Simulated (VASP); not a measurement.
# Ti (Im-3m) in VASP: notebook

Ti is run at these levels: PBEsol; tasks: single point, relaxation of cell and atoms.

All numbers are computed with VASP 6.6.1; they aren't measurements. Logs are shortened: lines on timing, memory, paths and dates and some standing lists are left out, and cuts for length are marked.

### Step 1. The cell of the first run

The structure is cubic, space group Im-3m (No. 229). The conventional cell has a = 3.210 Å, b = 3.210 Å, c = 3.210 Å, α = 90.00°, β = 90.00°, γ = 90.00°. Ti (site symmetry m-3m) has 14 Ti at 2.78 to 3.21 Å within 3.7 Å.

This isn't the form of Ti at room conditions, which is hcp.

### Step 2. Single point, PBEsol

Input file INCAR:

```
SYSTEM = Ti
ALGO = Fast
EDIFF = 1E-6
ENCUT = 520
GGA = PS
ISIF = 2
ISMEAR = 0
LASPH = .True.
LCHARG = .False.
LREAL = .False.
LWAVE = .False.
NBANDS = 12
NELM = 100
PREC = Accurate
SIGMA = 0.1
```

Input file KPOINTS:

```
k-points
0
Gamma
  8 8 8
  0 0 0
```

Input file POSCAR:

```
Ti
1.0
   -1.6052064361      1.6052064361      1.6052064361
    1.6052064361     -1.6052064361      1.6052064361
    1.6052064361      1.6052064361     -1.6052064361
Ti
1
Direct
    0.0000000000      0.0000000000      0.0000000000
```

Potentials or basis: VASP PAW PBE potentials, release 64 (Ti_sv).

The run is started by

```
> cat potpaw_PBE.64/Ti_sv/POTCAR > POTCAR
> mpirun -np 1 vasp_std > vasp.out
```

OUTCAR:

```text
SYSTEM = Ti
   EDIFF = 1E-6
   ENCUT = 520
   GGA = PS
   ISIF = 2
   ISMEAR = 0
   LASPH = .True.
   LREAL = .False.
   NELM = 100
   PREC = Accurate

 ion  position               nearest neighbor table
   1  0.000  0.000  0.000-

  LATTYP: Found a body centered cubic cell.
 ALAT       =     3.2104128722

  Lattice vectors:

 A1 = (  -1.6052064361,   1.6052064361,   1.6052064361)
 A2 = (   1.6052064361,  -1.6052064361,   1.6052064361)
 A3 = (   1.6052064361,   1.6052064361,  -1.6052064361)

Analysis of symmetry for initial positions (statically):
=====================================================================
 Subroutine PRICEL returns:
 Original cell was already a primitive cell.

 Routine SETGRP: Setting up the symmetry group for a
 body centered cubic supercell.

 Subroutine GETGRP returns: Found 48 space group operations
 (whereof 48 operations were pure point group operations)
 out of a pool of 48 trial point group operations.

The static configuration has the point symmetry O_h .

Analysis of symmetry for dynamics (positions and initial velocities):
=====================================================================
 Subroutine PRICEL returns:
 Original cell was already a primitive cell.

 Routine SETGRP: Setting up the symmetry group for a
 body centered cubic supercell.

 Subroutine GETGRP returns: Found 48 space group operations
 (whereof 48 operations were pure point group operations)
 out of a pool of 48 trial point group operations.

The dynamic configuration has the point symmetry O_h .

 Subroutine INISYM returns: Found 48 space group operations
 (whereof 48 operations are pure point group operations),
 and found     1 'primitive' translations

----------------------------------------------------------------------------------------

                                     Primitive cell

  volume of cell :      16.5445

  direct lattice vectors                    reciprocal lattice vectors
    -1.605206436  1.605206436  1.605206436     0.000000000  0.311486416  0.311486416
     1.605206436 -1.605206436  1.605206436     0.311486416  0.000000000  0.311486416
     1.605206436  1.605206436 -1.605206436     0.311486416  0.311486416  0.000000000

  length of vectors
     2.780299104  2.780299104  2.780299104     0.440508314  0.440508314  0.440508314

  position of ions in fractional coordinates (direct lattice)
     0.000000000  0.000000000  0.000000000

  ion indices of the primitive-cell ions
   primitive index   ion index
                 1           1

----------------------------------------------------------------------------------------

 KPOINTS: k-points

Automatic generation of k-mesh.
 Grid dimensions read from file:
 generate k-points for:    8    8    8

 Generating k-lattice:

  Cartesian coordinates                     Fractional coordinates (reciprocal lattice)
     0.000000000  0.038935802  0.038935802     0.125000000  0.000000000  0.000000000
     0.038935802  0.000000000  0.038935802     0.000000000  0.125000000  0.000000000
     0.038935802  0.038935802  0.000000000     0.000000000  0.000000000  0.125000000

  Length of vectors
     0.055063539  0.055063539  0.055063539

  Shift w.r.t. Gamma in fractional coordinates (k-lattice)
     0.000000000  0.000000000  0.000000000

 Subroutine IBZKPT returns following result:
 ===========================================

 Found     29 irreducible k-points:

 Following reciprocal coordinates:
            Coordinates               Weight
  0.000000  0.000000  0.000000      1.000000
  0.125000  0.000000  0.000000     12.000000
  0.250000  0.000000  0.000000     12.000000
  0.375000  0.000000  0.000000     12.000000
  0.500000  0.000000  0.000000      6.000000
  0.125000  0.125000  0.000000     24.000000
[... 16 lines left out ...]
 -0.250000  0.250000  0.250000      6.000000
 -0.375000  0.375000  0.250000     24.000000
 [... further k-points ...]
   k-points           NKPTS =     29   k-points in BZ     NKDIM =     29   number of bands    NBANDS=     12
   number of dos      NEDOS =    301   number of ions     NIONS =      1
   total plane-waves  NPLWV =  13824
   dimension x,y,z NGX =    24 NGY =   24 NGZ =   24
   dimension x,y,z NGXF=    48 NGYF=   48 NGZF=   48
   ions per type =               1
   NGX,Y,Z   is equivalent  to a cutoff of  14.35, 14.35, 14.35 a.u.
   NGXF,Y,Z  is equivalent  to a cutoff of  28.70, 28.70, 28.70 a.u.
 SYSTEM =  Ti
   PREC   = accura    normal or accurate (medium, high low for compatibility)
   ISTART =      0    job   : 0-new  1-cont  2-samecut
   ICHARG =      2    charge: 1-file 2-atom 10-const
   ISPIN  =      1    spin polarized calculation?
   LNONCOLLINEAR =      F non collinear calculations
   LSORBIT =      F    spin-orbit coupling
   LASPH  =      T    aspherical Exc in radial PAW
   ENCUT  =  520.0 eV  38.22 Ry    6.18 a.u.   5.17  5.17  5.17*2*pi/ulx,y,z
   NELM   =    100;   NELMIN=  2; NELMDL= -5     # of ELM steps
   EDIFF  = 0.1E-05   stopping-criterion for ELM
   LREAL  =      F    real-space projection
[... 7 lines left out ...]
   TEBEG  =    0.0;   TEEND  =   0.0 temperature during run
   PSTRESS=    0.0 pullay stress
   NELECT =      12.0000    total number of electrons
   NUPDOWN=      -1.0000    fix difference up-down
   EMIN   =  10.00;   EMAX   =-10.00  energy-range for DOS
   EFERMI =   0.00;   METHOD = LEGACY
   ISMEAR =     0;   SIGMA  =   0.10  broadening in eV -4-tet -1-fermi 0-gaus
   EFERMI_NEDOS =   21; number of points for ismear=-14 and -15
   IALGO  =     68    algorithm
   IMIX   =      4    mixing-type and parameters
     AMIX     =   0.40;   BMIX     =  1.00
     AMIX_MAG =   1.60;   BMIX_MAG =  1.00
  volume/ion in A,a.u.               =      16.54       111.65
  Fermi-wavevector in a.u.,A,eV,Ry     =   1.470904  2.779606 29.437005  2.163559
  Thomas-Fermi vector in A             =   2.586105
   LORBIT       =      0    0 simple, 1 ext, 2 COOP (PROOUT), +10 PAW based schemes
   GGA     = PS    functional components
   LHFCALC =     F    Hartree Fock is set to
   AEXX    =    0.0000 exact exchange contribution
   IVDW    =     0    specifies the selected vdW correction
   LEPSILON=     F    determine dielectric tensor
   LRPA    =     F    only Hartree local field effects (RPA)
 non-spin polarized calculation
 RMM-DIIS sequential band-by-band and
 Gauss-broadening in eV      SIGMA  =   0.10
  energy-cutoff  :      520.00
  volume of cell :       16.54
 maximum number of plane-waves:       466
 NGX is ok and might be reduce to    24
   NGX = 11   NGY = 11   NGZ = 11

 number of electron      12.0000000 magnetization

 Free energy of the ion-electron system (eV)
  ---------------------------------------------------
  ext. energy  EPLUGINS =         0.00000000
  ---------------------------------------------------
  free energy    TOTEN  =        -8.24371459 eV

  energy without entropy =       -8.23302183  energy(sigma->0) =       -8.23836821

 E-fermi :   8.4553     XC(G=0): -11.8659

 val. band max:        8.4353378728   @ k =   0.2500   0.2500   0.0000
 cond. band min:       8.4626951934   @ k =  -0.2500   0.2500   0.2500
 fundamental gap:      0.0273573206
 Fermi energy:         8.4553060220

 k-point     1 :       0.0000    0.0000    0.0000
  band No.  band energies     occupation
      1     -47.7382      2.00000
      2     -23.6264      2.00000
      3     -23.6264      2.00000
      4     -23.6264      2.00000
      5       2.4133      2.00000
      6       9.4925      0.00000
      7       9.4925      0.00000
      8       9.4925      0.00000
      9      11.3739      0.00000
     10      11.3739      0.00000
     11      26.2357      0.00000
     12      26.2357      0.00000

 k-point     2 :       0.1250    0.0000    0.0000
  band No.  band energies     occupation
      1     -47.7146      2.00000
      2     -23.7480      2.00000
      3     -23.6635      2.00000
      4     -23.6273      2.00000
      5       2.9615      2.00000
      6       9.2437      0.00000
      7       9.3905      0.00000
      8       9.9022      0.00000
      9      11.1312      0.00000
     10      11.3924      0.00000
     11      25.4713      0.00000
     12      26.0847      0.00000

 k-point     3 :       0.2500    0.0000    0.0000
  band No.  band energies     occupation
      1     -47.6573      2.00000
      2     -24.0345      2.00000
      3     -23.7520      2.00000
      4     -23.6295      2.00000
      5       4.3625      2.00000
      6       8.6939      0.00074
      7       8.9347      0.00000
      8      11.0046      0.00000
      9      11.0651      0.00000
     10      11.4834      0.00000
     11      22.8303      0.00000
     12      24.6520      0.00000

 k-point     4 :       0.3750    0.0000    0.0000
  band No.  band energies     occupation
      1     -47.5993      2.00000
      2     -24.3116      2.00000
      3     -23.8391      2.00000
      4     -23.6317      2.00000
      5       5.6293      2.00000
      6       8.2014      1.99967
      7       9.0301      0.00000
      8      11.3054      0.00000
      9      11.6491      0.00000
     10      12.3502      0.00000
     11      19.4988      0.00000
     12      22.9153      0.00000

 k-point     5 :       0.5000    0.0000    0.0000
  band No.  band energies     occupation
      1     -47.5751      2.00000
      2     -24.4238      2.00000
      3     -23.8749      2.00000
      4     -23.6327      2.00000
      5       5.8860      2.00000
      6       8.0111      2.00000
      7       9.7742      0.00000
      8      11.3695      0.00000
      9      11.7439      0.00000
     10      13.0260      0.00000
     11      17.7938      0.00000
     12      22.2135      0.00000

 k-point     6 :       0.1250    0.1250    0.0000
  band No.  band energies     occupation
      1     -47.6741      2.00000
      2     -23.9436      2.00000
      3     -23.7079      2.00000
      4     -23.6555      2.00000
      5       3.9564      2.00000
      6       8.9313      0.00000
      7       8.9488      0.00000
      8      10.7337      0.00000
      9      10.8855      0.00000
     10      11.5443      0.00000
     11      24.1708      0.00000
     12      24.8335      0.00000

 k-point     7 :       0.2500    0.1250   -0.0000
  band No.  band energies     occupation
      1     -47.6164      2.00000
      2     -24.1932      2.00000
      3     -23.8167      2.00000
      4     -23.6685      2.00000
      5       5.4533      2.00000
      6       8.3484      1.86936
      7       8.5784      0.08161
      8      11.0062      0.00000
      9      11.7093      0.00000
     10      12.1303      0.00000
     11      21.2163      0.00000
     12      22.9867      0.00000

 k-point     8 :       0.3750    0.1250    0.0000
  band No.  band energies     occupation
      1     -47.5751      2.00000
      2     -24.3605      2.00000
      3     -23.9025      2.00000
      4     -23.6728      2.00000
      5       6.1918      2.00000
      6       8.0715      2.00000
      7       8.9688      0.00000
      8      11.2772      0.00000
      9      11.8825      0.00000
     10      13.4492      0.00000
     11      18.2457      0.00000
     12      21.8594      0.00000
[... 166 lines left out ...]
 k-point    20 :      -0.3750    0.5000    0.1250
  band No.  band energies     occupation
      1     -47.5471      2.00000
      2     -24.3021      2.00000
      3     -24.0136      2.00000
      4     -23.7686      2.00000
      5       6.8293      2.00000
      6       7.8682      2.00000
      7       8.7312      0.00010
      8      10.8170      0.00000
      9      12.2134      0.00000
     10      14.2541      0.00000
     11      18.3889      0.00000
     12      20.6173      0.00000

 k-point    21 :      -0.3750   -0.3750    0.1250
  band No.  band energies     occupation
      1     -47.5327      2.00000
      2     -24.1964      2.00000
      3     -24.1964      2.00000
      4     -23.7759      2.00000
      5       7.5480      2.00000
      6       7.5480      2.00000
      7       8.1946      1.99977
      8      11.6635      0.00000
      9      11.6635      0.00000
     10      16.9849      0.00000
     11      16.9849      0.00000
     12      18.1777      0.00000

 k-point    22 :       0.2500    0.2500    0.2500
  band No.  band energies     occupation
      1     -47.5623      2.00000
      2     -24.0219      2.00000
      3     -24.0219      2.00000
      4     -24.0219      2.00000
      5       7.8405      2.00000
      6       7.8405      2.00000
      7       7.8405      2.00000
      8      11.8084      0.00000
      9      11.8084      0.00000
     10      18.0231      0.00000
     11      18.0231      0.00000
     12      18.4289      0.00000

 k-point    23 :      -0.2500    0.2500    0.2500
  band No.  band energies     occupation
      1     -47.5885      2.00000
      2     -24.0509      2.00000
      3     -23.8896      2.00000
      4     -23.8896      2.00000
      5       5.8277      2.00000
      6       8.4627      0.91677
      7       9.8223      0.00000
      8       9.8223      0.00000
      9      10.9553      0.00000
     10      12.2962      0.00000
     11      24.1001      0.00000
     12      24.5267      0.00000

 k-point    24 :      -0.3750    0.3750    0.2500
  band No.  band energies     occupation
      1     -47.5394      2.00000
      2     -24.2143      2.00000
      3     -23.9851      2.00000
      4     -23.9141      2.00000
      5       6.6692      2.00000
      6       7.5673      2.00000
      7       9.8366      0.00000
      8      10.3648      0.00000
      9      12.0849      0.00000
     10      13.2387      0.00000
     11      20.2117      0.00000
     12      22.0765      0.00000

 [... further k-points ...]

------------------------ aborting loop because EDIFF is reached ----------------------------------------

  FORCE on cell =-STRESS in cart. coord.  units (eV):
  Direction    XX          YY          ZZ          XY          YZ          ZX
  --------------------------------------------------------------------------------------
  -------------------------------------------------------------------------------------
  Total       -0.0364649     -0.0364649     -0.0364649     -0.0000000     -0.0000000      0.0000000
  in kB       -3.5312842     -3.5312842     -3.5312842     -0.0000000     -0.0000000      0.0000000
  external PRESSURE =      -3.5312842 kB  Pullay stress =       0.0000000 kB

 VOLUME and BASIS-vectors are now :
 -----------------------------------------------------------------------------
  energy-cutoff  :      520.00
  volume of cell :       16.54
      direct lattice vectors                 reciprocal lattice vectors
    -1.605206436  1.605206436  1.605206436     0.000000000  0.311486416  0.311486416
     1.605206436 -1.605206436  1.605206436     0.311486416  0.000000000  0.311486416
     1.605206436  1.605206436 -1.605206436     0.311486416  0.311486416  0.000000000

 POSITION                                       TOTAL-FORCE (eV/Angst)
 -----------------------------------------------------------------------------------
      0.00000      0.00000      0.00000         0.000000     -0.000000      0.000000
 -----------------------------------------------------------------------------------
    total drift:                               -0.000000      0.000000      0.000000

  FREE ENERGIE OF THE ION-ELECTRON SYSTEM (eV)
  ---------------------------------------------------
  free  energy   TOTEN  =        -8.2437145890 eV

  energy  without entropy=       -8.2330218318  energy(sigma->0) =       -8.23836821
```

Run time: 6.7 s. Hardware: 1 thread of AMD EPYC 9R45 (Zen 5), shared host; peak memory 0.11 GiB.

What came out:

```
Free energy            : -8.2437 eV
Pressure               : -0.4 GPa
Band gap on the k mesh : zero (bands 6 and 7 overlap by 1.65 eV)
```

Levels at points of the mesh, in eV from the Fermi level:
```
           k point  band 2  band 3  band 4  band 5  band 6  band 7  band 8  band 9  band 10  band 11
(0.00, 0.00, 0.00)  -32.08  -32.08  -32.08   -6.04    1.04    1.04    1.04    2.92     2.92    17.78
(0.50, 0.00, 0.00)  -32.88  -32.33  -32.09   -2.57   -0.44    1.32    2.91    3.29     4.57     9.34
(0.50, 0.50, 0.50)  -32.63  -32.63  -32.63   -2.26   -2.26    4.19    4.19    4.19     8.77     8.77
```

Caveat: the PAW data sets were made with another functional, which shifts forces and pressure a little.

(Continued in part 2 of 2.)
